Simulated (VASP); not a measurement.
A run of VASP 6.6.1 is set up as follows.

The input INCAR:

```
  ALGO = Normal
  EDIFF = 1E-6
  ENCUT = 520
  GGA = PE
  ISIF = 2
  ISMEAR = -1
  LASPH = T
  LCHARG = F
  LREAL = F
  LWAVE = F
  NBANDS = 11
  NELM = 60
  PREC = Accurate
  SIGMA = 0.05
```

KPOINTS

```
k-points
0
Gamma
  18 18 18
```

Contents of POSCAR:

```
Pd
1.0
    0.0000000000      2.0032470000      1.9449000000
    2.0032470000      0.0000000000      1.9449000000
    2.0032470000      2.0032470000      0.0000000000
Pd
1
Direct
    0.0000000000      0.0000000000      0.0000000000
```

Potentials or basis: VASP PAW PBE potentials, release 64 (Pd).

Launch:

```console
$ cat potpaw_PBE.64/Pd/POTCAR > POTCAR
$ mpirun -np 1 vasp_std > vasp.out
```

What does it give for the band gap on the k mesh?

Zero (bands 5 and 6 overlap by 1.50 eV).

Predict the pressure.

-3.2 GPa.

Stress tensor (GPa, compression positive):
```
-3.61  0.00  0.00
 0.00 -3.61  0.00
 0.00  0.00 -2.40
```

Caveat: the cell differs from its parent crystal (equal xx and yy strain of +3 %); the cell stands under tension.
